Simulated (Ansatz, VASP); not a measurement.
**One calculation of Tl, two programs**

```
Tl
1.0
    -1.94745    1.94745    1.94745
     1.94745   -1.94745    1.94745
     1.94745    1.94745   -1.94745
Tl
1
Direct
  0.00000 0.00000 0.00000
```

Change from the starting cell: volume scaled by 1.01, crystal datasets.

Alike in both runs: task electric field gradients; functional LDA; k mesh 13 × 13 × 13; occupations fermi-dirac, width 0.05 eV; no spin polarisation.

|  | VASP | Ansatz |
| --- | --- | --- |
| version | VASP 6.6.1 | Ansatz 0.2.0 |
| potentials or method | VASP PAW LDA potentials, release 64 (Tl_d), cutoff 520 eV | all-electron PAW with datasets made for the crystal, scalar-relativistic |

```tsv
	VASP	Ansatz	Ansatz less VASP
pressure (GPa)	-2.7	-2.7	-0.02
```

LDA's correlation is that of Perdew and Zunger in VASP and of Perdew and Wang (1992) in Ansatz. Ansatz ran all-electron here, and VASP with PAW potentials.

Spin-orbit coupling is off throughout.
